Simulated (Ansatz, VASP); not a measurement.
# RbBr in VASP and in Ansatz

Contents of POSCAR:

```
RbBr
1.0
    0.0000000000      3.2777540321      3.4608320474
    3.2777540321      0.0000000000      3.4608320474
    3.2777540321      3.2777540321      0.0000000000
Rb Br
1 1
Direct
    0.0000000000      0.0000000000      0.0000000000
    0.5000000000      0.5000000000      0.5000000000
```

Contents of INCAR.step1:

```
  ALGO = Normal
  EDIFF = 1E-5
  ENCUT = 520
  GGA = PE
  ISIF = 2
  ISMEAR = 0
  LASPH = T
  LCHARG = F
  LREAL = F
  LWAVE = T
  NBANDS = 15
  NELM = 80
  PREC = Accurate
  SIGMA = 0.01
```

The input INCAR.step2:

```
  ALGO = Normal
  EDIFF = 1E-7
  ENCUT = 520
  GGA = PE
  HFSCREEN = 0.2079
  ISIF = 2
  ISMEAR = 0
  ISTART = 1
  LASPH = T
  LCHARG = F
  LHFCALC = T
  LREAL = F
  LWAVE = F
  NBANDS = 15
  NELM = 80
  PREC = Accurate
  PRECFOCK = Normal
  SIGMA = 0.01
```

The input KPOINTS:

```
k-points
0
Gamma
  4 4 4
```

Input for Ansatz:

```yaml
crystal:
  lattice:
    - [0.0, 3.2777540321, 3.4608320474]
    - [3.2777540321, 0.0, 3.4608320474]
    - [3.2777540321, 3.2777540321, 0.0]
  atoms:
    - { symbol: Rb, position: [0.0, 0.0, 0.0] }
    - { symbol: Br, position: [0.5, 0.5, 0.5] }
kpoints:
  mp_grid: { grid: [4, 4, 4] }
  band_path:
    path:
      - [0.0, 0.0, 0.0]
      - [0.5, 0.0, 0.5]
      - [0.625, 0.25, 0.625]
      - [0.375, 0.375, 0.75]
      - [0.5, 0.5, 0.5]
      - [0.5, 0.25, 0.75]
    npoints: 1
hamiltonian:
  xc: hse06
scf:
  occupations: { method: fixed }
  n_extra_bands: 4
output:
  forces: true
  stress: true
  eigenvalues: true
```

Change from the starting cell: biaxial_xy strain -5.3%.

Alike in both runs: task single point; functional HSE06; k mesh 4 × 4 × 4; no spin polarisation.

```csv
,VASP,Ansatz
version,VASP 6.6.1,Ansatz 0.2.0
potentials or method,"VASP PAW PBE potentials, release 64 (Rb_sv, Br)","plane waves, PAW"
plane-wave cutoff (eV),520,420
occupations,"gaussian, width 0.01 eV",fixed
valence electrons in the cell,16,16
```

VASP gave:

| Quantity | Value |
| --- | --- |
| gap on the k mesh at the Fermi level (eV) | 5.71 |
| pressure (GPa) | 2.5 |
| traceless stress, the component that is largest in VASP (GPa) | -1.64 |

Q: Which values does Ansatz return?

A: gap on the k mesh at the Fermi level (eV): 5.71; pressure (GPa): 2.5; traceless stress, the component that is largest in VASP (GPa): -1.63.

Ansatz's warnings: stress exchange threshold loose, stress scf threshold loose.
